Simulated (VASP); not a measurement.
# W (I4/mmm) in VASP: a series of runs

The runs below take W through single point, with PBEsol.

Program: VASP 6.6.1. These are calculated values, not measurements. Logs are shortened: lines on timing, memory, paths and dates and some standing lists are left out, and cuts for length are marked.

## 1. The cell of the first run

The structure is tetragonal, space group I4/mmm (No. 139). The conventional cell has a = 2.827 Å, b = 2.827 Å, c = 4.118 Å, α = 90.00°, β = 90.00°, γ = 90.00°. Within 3.7 Å of W (site symmetry 4/mmm) lie 12 W at 2.83 to 2.87 Å.

## 2. Single point, PBEsol (strain +0.000 along x and y, +0.030 along z)

File INCAR:

```
SYSTEM = W
PREC = Accurate
ENCUT = 520
EDIFF = 1E-6
ISMEAR = 0
SIGMA = 0.15
LREAL = .False.
LASPH = .True.
NELM = 60
ALGO = Fast
ISIF = 2
LWAVE = .False.
LCHARG = .False.
GGA = PS
NBANDS = 13
```

File KPOINTS:

```
regular mesh
0
Gamma
  26 26 26
  0 0 0
```

File POSCAR:

```
W
1.0
    0.0000000000      1.9989957669      2.0589656399
    1.9989957669      0.0000000000      2.0589656399
    1.9989957669      1.9989957669      0.0000000000
W
1
Direct
    0.0000000000      0.0000000000      0.0000000000
```

Potentials or basis: VASP PAW PBE potentials, release 64 (W_sv).

On the command line:

```sh
cat potpaw_PBE.64/W_sv/POTCAR > POTCAR
mpirun -np 1 vasp_std > vasp.out
```

OUTCAR:

```text
SYSTEM = W
   PREC = Accurate
   ENCUT = 520
   EDIFF = 1E-6
   ISMEAR = 0
   LREAL = .False.
   LASPH = .True.
   NELM = 60
   ISIF = 2
   GGA = PS

 ion  position               nearest neighbor table
   1  0.000  0.000  0.000-

  LATTYP: Found a body centered tetragonal cell.
 ALAT       =     2.8270069247
 C/A-ratio  =     1.4566399692

  Lattice vectors:

 A1 = (  -1.9989957669,   0.0000000000,   2.0589656399)
 A2 = (   1.9989957669,   0.0000000000,   2.0589656399)
 A3 = (   0.0000000000,   1.9989957669,  -2.0589656399)

Analysis of symmetry for initial positions (statically):
=====================================================================
 Subroutine PRICEL returns:
 Original cell was already a primitive cell.

 Routine SETGRP: Setting up the symmetry group for a
 body centered tetragonal supercell.

 Subroutine GETGRP returns: Found 16 space group operations
 (whereof 16 operations were pure point group operations)
 out of a pool of 16 trial point group operations.

The static configuration has the point symmetry D_4h.

Analysis of symmetry for dynamics (positions and initial velocities):
=====================================================================
 Subroutine PRICEL returns:
 Original cell was already a primitive cell.

 Routine SETGRP: Setting up the symmetry group for a
 body centered tetragonal supercell.

 Subroutine GETGRP returns: Found 16 space group operations
 (whereof 16 operations were pure point group operations)
 out of a pool of 16 trial point group operations.

The dynamic configuration has the point symmetry D_4h.

 Subroutine INISYM returns: Found 16 space group operations
 (whereof 16 operations are pure point group operations),
 and found     1 'primitive' translations

----------------------------------------------------------------------------------------

                                     Primitive cell

  volume of cell :      16.4552

  direct lattice vectors                    reciprocal lattice vectors
     0.000000000  1.998995767  2.058965640    -0.250125592  0.250125592  0.242840381
     1.998995767  0.000000000  2.058965640     0.250125592 -0.250125592  0.242840381
     1.998995767  1.998995767  0.000000000     0.250125592  0.250125592 -0.242840381

  length of vectors
     2.869725350  2.869725350  2.827006925     0.429065350  0.429065350  0.429065350

  position of ions in fractional coordinates (direct lattice)
     0.000000000  0.000000000  0.000000000
[... 79 lines left out ...]
   NSW    =      0    number of steps for IOM
   IBRION =     -1    ionic relax: 0-MD 1-quasi-New 2-CG
   NFREE  =      0    steps in history (QN), initial steepest desc. (CG)
   ISIF   =      2    stress and relaxation
   ISYM   =      2    0-nonsym 1-usesym 2-fastsym
   POTIM  = 0.5000    time-step for ionic-motion
   TEBEG  =    0.0;   TEEND  =   0.0 temperature during run
   PSTRESS=    0.0 pullay stress
   NELECT =      14.0000    total number of electrons
   NUPDOWN=      -1.0000    fix difference up-down
   EMIN   =  10.00;   EMAX   =-10.00  energy-range for DOS
   EFERMI =   0.00;   METHOD = LEGACY
   ISMEAR =     0;   SIGMA  =   0.15  broadening in eV -4-tet -1-fermi 0-gaus
   EFERMI_NEDOS =   21; number of points for ismear=-14 and -15
   IALGO  =     68    algorithm
   IMIX   =      4    mixing-type and parameters
     AMIX     =   0.40;   BMIX     =  1.00
     AMIX_MAG =   1.60;   BMIX_MAG =  1.00
  volume/ion in A,a.u.               =      16.46       111.05
  Fermi-wavevector in a.u.,A,eV,Ry     =   1.551255  2.931447 32.740957  2.406392
  Thomas-Fermi vector in A             =   2.655801
   LORBIT       =      0    0 simple, 1 ext, 2 COOP (PROOUT), +10 PAW based schemes
   GGA     = PS    functional components
   LHFCALC =     F    Hartree Fock is set to
   AEXX    =    0.0000 exact exchange contribution
   IVDW    =     0    specifies the selected vdW correction
   LEPSILON=     F    determine dielectric tensor
   LRPA    =     F    only Hartree local field effects (RPA)
 non-spin polarized calculation
 RMM-DIIS sequential band-by-band and
 Gauss-broadening in eV      SIGMA  =   0.15
  energy-cutoff  :      520.00
  volume of cell :       16.46
 maximum number of plane-waves:       456
 NGX is ok and might be reduce to    24
   NGX = 11   NGY = 11   NGZ = 11

 number of electron      14.0000002 magnetization

 Free energy of the ion-electron system (eV)
  ---------------------------------------------------
  ext. energy  EPLUGINS =         0.00000000
  ---------------------------------------------------
  free energy    TOTEN  =       -13.31412754 eV

  energy without entropy =      -13.30025169  energy(sigma->0) =      -13.30718962

 E-fermi :  10.3078     XC(G=0): -13.5414

 val. band max:       10.3043465114   @ k =   0.1923   0.0385   0.0769
 cond. band min:      10.3079346646   @ k =   0.3077   0.0385   0.0000
 fundamental gap:      0.0035881532
 Fermi energy:        10.3078416474

 k-point     1 :       0.0000    0.0000    0.0000
  band No.  band energies     occupation
      1     -63.3575      2.00000
      2     -27.0052      2.00000
      3     -26.9768      2.00000
      4     -26.9768      2.00000
      5       1.2902      2.00000
      6       9.4676      2.00000
      7       9.8599      1.99998
      8       9.8599      1.99998
      9      12.5214      0.00000
     10      13.1142      0.00000
     11      23.1197      0.00000
     12      27.6497      0.00000
     13      28.5992      0.00000
[... 354 lines left out ...]
  band No.  band energies     occupation
      1     -63.2679      2.00000
      2     -27.9551      2.00000
      3     -27.1479      2.00000
      4     -27.0987      2.00000
      5       4.5894      2.00000
      6       9.3608      2.00000
      7       9.6170      2.00000
      8      10.0298      1.99123
      9      14.2260      0.00000
     10      14.5438      0.00000
     11      21.6692      0.00000
     12      24.6765      0.00000
     13      30.5503      0.00000

 [... further k-points ...]
[... 5 lines left out ...]
  --------------------------------------------------------------------------------------
  -------------------------------------------------------------------------------------
  Total       -1.0847548     -1.0847548     -0.2525367      0.0000000     -0.0000000     -0.0000000
  in kB     -105.6183400   -105.6183400    -24.5885086      0.0000000     -0.0000000     -0.0000000
  external PRESSURE =     -78.6083962 kB  Pullay stress =       0.0000000 kB

 VOLUME and BASIS-vectors are now :
 -----------------------------------------------------------------------------
  energy-cutoff  :      520.00
  volume of cell :       16.46
      direct lattice vectors                 reciprocal lattice vectors
     0.000000000  1.998995767  2.058965640    -0.250125592  0.250125592  0.242840381
     1.998995767  0.000000000  2.058965640     0.250125592 -0.250125592  0.242840381
     1.998995767  1.998995767  0.000000000     0.250125592  0.250125592 -0.242840381

 POSITION                                       TOTAL-FORCE (eV/Angst)
 -----------------------------------------------------------------------------------
      0.00000      0.00000      0.00000         0.000000      0.000000     -0.000000
 -----------------------------------------------------------------------------------
    total drift:                               -0.000000      0.000000      0.000000

  FREE ENERGIE OF THE ION-ELECTRON SYSTEM (eV)
  ---------------------------------------------------
  free  energy   TOTEN  =       -13.3141275370 eV

  energy  without entropy=      -13.3002516946  energy(sigma->0) =      -13.30718962
```

stdout:

```text
POSCAR found type information on POSCAR W
 POSCAR found :  1 types and       1 ions
 scaLAPACK will be used
 -----------------------------------------------------------------------------
|                                                                             |
|                                                                             |
|     You enforced a specific xc type in the INCAR file but a different       |
|     I HOPE YOU KNOW WHAT YOU ARE DOING!                                     |
|                                                                             |
 -----------------------------------------------------------------------------

 LDA part: xc-table for (Slater+PW92), standard interpolation
 POSCAR, INCAR and KPOINTS ok, starting setup
 FFT: planning ... GRIDC
 FFT: planning ... GRID_SOFT
 FFT: planning ... GRID
 WAVECAR not read
 entering main loop
WARNING in EDDRMM: call to ZHEGV failed, returncode =   8  4     13
WARNING in EDDRMM: call to ZHEGV failed, returncode =   8  4     11
WARNING in EDDRMM: call to ZHEGV failed, returncode =   8  4     13
WARNING in EDDRMM: call to ZHEGV failed, returncode =   8  4     12
WARNING in EDDRMM: call to ZHEGV failed, returncode =   8  4     13
WARNING in EDDRMM: call to ZHEGV failed, returncode =   8  4     13
```

Run time: 5.8 min. Hardware: 1 thread of AMD EPYC 7R43 (Zen 3), shared host; peak memory 0.33 GiB.

What came out:

```
Free energy            : -13.3141 eV
Pressure               : -7.9 GPa
Band gap on the k mesh : zero (band 7 reaches 13.53 eV, above the bottom of band 8 at 9.83 eV)
```

Stress tensor (GPa, compression positive):
```
-10.56   0.00   0.00
  0.00 -10.56   0.00
  0.00   0.00  -2.46
```

Caveat: the cell differs from its parent crystal (strain +0.000 along x and y, +0.030 along z); the PAW data sets were made with another functional, which shifts forces and pressure a little; spin-orbit coupling is left out, which moves the levels of the heavy elements.

## 3. Single point, PBEsol (strain +0.015 along x and y, +0.000 along z)

File INCAR:

```
SYSTEM = W
  PREC = Accurate
  ENCUT = 520
  EDIFF = 1E-6
  ISMEAR = 0
  SIGMA = 0.15
  LREAL = .False.
  LASPH = .True.
  NELM = 100
  ALGO = Fast
  ISIF = 2
  LWAVE = .False.
  LCHARG = .True.
  GGA = PS
  LELF = .True.
  LVHAR = .True.
  NBANDS = 13
```

File KPOINTS:

```
Automatic mesh
0
Gamma
  26 26 26
  0 0 0
```

File POSCAR:

```
W
1.0
    0.0000000000      2.0289807034      1.9989957669
    2.0289807034      0.0000000000      1.9989957669
    2.0289807034      2.0289807034      0.0000000000
W
1
Direct
    0.0000000000      0.0000000000      0.0000000000
```

Potentials or basis: VASP PAW PBE potentials, release 64 (W_sv).

On the command line:

```sh
cat potpaw_PBE.64/W_sv/POTCAR > POTCAR
mpirun -np 1 vasp_std > vasp.out
```

It took 5.2 min on 1 thread of AMD EPYC 7R43 (Zen 3), shared host; peak memory 0.33 GiB.

Results (log left out):

```yaml
Free_energy: -13.3076 eV
Pressure: -7.9 GPa
Band_gap_on_the_k_mesh: zero (band 7 reaches 13.53 eV, above the bottom of band 8 at 9.76 eV)
```

Stress tensor (GPa, compression positive):
```
 -6.28   0.00   0.00
  0.00  -6.28   0.00
  0.00   0.00 -11.23
```

Levels at points of the mesh, in eV from the Fermi level:
| k point | band 4 | band 5 | band 6 | band 7 | band 8 | band 9 | band 10 | band 11 |
| --- | --- | --- | --- | --- | --- | --- | --- | --- |
| (0.00, 0.00, 0.00) | -37.26 | -9.00 | -0.63 | -0.63 | -0.44 | 2.39 | 2.68 | 12.82 |
| (0.50, 0.00, 0.00) | -37.41 | -5.60 | -0.90 | -0.68 | 0.64 | 4.95 | 5.09 | 10.23 |
| (0.50, 0.50, 0.00) | -37.71 | -5.47 | -4.53 | 3.24 | 4.96 | 5.77 | 5.77 | 11.55 |
| (0.50, 0.00, 0.50) | -37.66 | -5.49 | -4.49 | 2.94 | 4.98 | 5.63 | 5.86 | 11.67 |

Caveat: the cell differs from its parent crystal (strain +0.015 along x and y, +0.000 along z); the PAW data sets were made with another functional, which shifts forces and pressure a little; spin-orbit coupling is left out, which moves the levels of the heavy elements.
